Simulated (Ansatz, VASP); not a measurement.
# One calculation of GaN, two programs

INCAR

```
ALGO = Normal ; EDIFF = 1E-8
ENCUT = 520 ; GGA = PS
ISIF = 2 ; ISMEAR = -1
LASPH = T ; LCHARG = F
LEFG = T ; LREAL = F
LWAVE = F ; NBANDS = 16
NELM = 60 ; PREC = Accurate
SIGMA = 0.02
```

The input KPOINTS:

```
k-points
0
Gamma
  10 10 10
```

File POSCAR:

```
GaN
1.0
    0.0000000000      2.0187201121      2.0187201121
    2.0187201121      0.0000000000      2.0187201121
    2.0187201121      2.0187201121      0.0000000000
Ga N
1 1
Direct
    0.5000000000      0.5000000000      0.5000000000
    0.0000000000      0.0000000000      0.0000000000
```

Input for Ansatz:

```yaml
crystal:
  lattice:
    - [0.0, 2.0187201121, 2.0187201121]
    - [2.0187201121, 0.0, 2.0187201121]
    - [2.0187201121, 2.0187201121, 0.0]
  atoms:
    - { symbol: Ga, position: [0.5, 0.5, 0.5] }
    - { symbol: "N", position: [0.0, 0.0, 0.0] }
kpoints:
  mp_grid: { grid: [10, 10, 10] }
scf:
  occupations: { method: fermi_dirac, width: 0.02 }
hamiltonian:
  xc: pbesol
  pseudopotentials: { kind: paw }
output:
  forces: true
  stress: true
  eigenvalues: true
  efg: { contact_densities: true }
```

Change from the starting cell: volume scaled by 1.04, PAW files.

Alike in both runs: task electric field gradients; functional PBEsol; k mesh 10 × 10 × 10; occupations fermi-dirac, width 0.02 eV; no spin polarisation.

|  | VASP | Ansatz |
| --- | --- | --- |
| version | VASP 6.6.1 | Ansatz 0.2.0 |
| potentials or method | VASP PAW PBE potentials, release 64 (Ga_d, N) | PAW with Ansatz's default frozen-core files, scalar-relativistic |
| plane-wave cutoff (eV) | 520 | 420 |
| valence electrons in the cell | 18 | 18 |

|  | VASP | Ansatz | Ansatz less VASP |
| --- | --- | --- | --- |
| gap on the k mesh at the Fermi level (eV) | 1.45 | 1.46 | +0.010 |
| pressure (GPa) | 42.2 | 41.5 | -0.73 |

VASP's potentials were made for PBE, not for PBEsol. Both programs put the cell under a high pressure, so it lies far from rest at this level. With one functional, cell and mesh, what is left measures potentials, basis and numerics.
